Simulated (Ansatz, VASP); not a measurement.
**Two plane-wave programs on Si2Sn**

INCAR

```
SYSTEM = Si2Sn
PREC = Accurate ; ENCUT = 600
EDIFF = 1E-7 ; ISMEAR = 0
SIGMA = 0.1 ; LREAL = .False.
LASPH = .True. ; NELM = 100
ALGO = Normal ; ISIF = 3
LWAVE = .False. ; LCHARG = .False.
GGA = PE ; IBRION = 2
NSW = 100 ; EDIFFG = -0.01
```

The input KPOINTS:

```
regular mesh
0
Gamma
  8 8 8
  0 0 0
```

File POSCAR:

```
Si2Sn
1.0
    0.0000000000      3.8255114723      3.8255114723
    3.8255114723      0.0000000000      3.8255114723
    3.8255114723      3.8255114723      0.0000000000
Si Sn
4 2
Direct
    0.6250000000      0.6250000000      0.6250000000
    0.1250000000      0.6250000000      0.6250000000
    0.6250000000      0.6250000000      0.1250000000
    0.6250000000      0.1250000000      0.6250000000
    0.0000000000      0.0000000000      0.0000000000
    0.2500000000      0.2500000000      0.2500000000
```

Input for Ansatz:

```yaml
crystal:
  lattice:
    - [0.0, 3.8255114723, 3.8255114723]
    - [3.8255114723, 0.0, 3.8255114723]
    - [3.8255114723, 3.8255114723, 0.0]
  atoms:
    - { symbol: Si, position: [0.625, 0.625, 0.625] }
    - { symbol: Si, position: [0.125, 0.625, 0.625] }
    - { symbol: Si, position: [0.625, 0.625, 0.125] }
    - { symbol: Si, position: [0.625, 0.125, 0.625] }
    - { symbol: Sn, position: [0.0, 0.0, 0.0] }
    - { symbol: Sn, position: [0.25, 0.25, 0.25] }
basis:
  ecutwfc: 420
kpoints:
  mp_grid: { grid: [8, 8, 8] }
hamiltonian:
  xc: pbe
scf:
  occupations: { method: gaussian, width: 0.1 }
output:
  forces: true
  stress: true
  eigenvalues: true
relax:
  adjacent_minimum: "off"
  f_tol: 0.01
  max_steps: 80
  cell: { stress_tol: 0.05 }
```

Alike in both runs: task relaxation of cell and atoms; functional PBE; k mesh 8 × 8 × 8; occupations gaussian, width 0.1 eV; no spin polarisation.

```csv
,VASP,Ansatz
version,VASP 6.6.1,Ansatz 0.2.0
potentials or method,"VASP PAW PBE potentials, release 64 (Si, Sn_d), cutoff 600 eV","scalar-relativistic, plane waves, PAW"
valence electrons in the cell,44,44
```

```tsv
	VASP	Ansatz	Ansatz less VASP
gap on the k mesh at the Fermi level, each at its own relaxed structure (eV)	none	none	-
relaxed volume (Å³/atom)	18.98	18.98	+0.005
relaxed length of the cell vector where the two differ most in proportion (Å)	5.440	5.441	+0.0005
```

A gap of «none» marks a metal or a gap that the smearing closes.
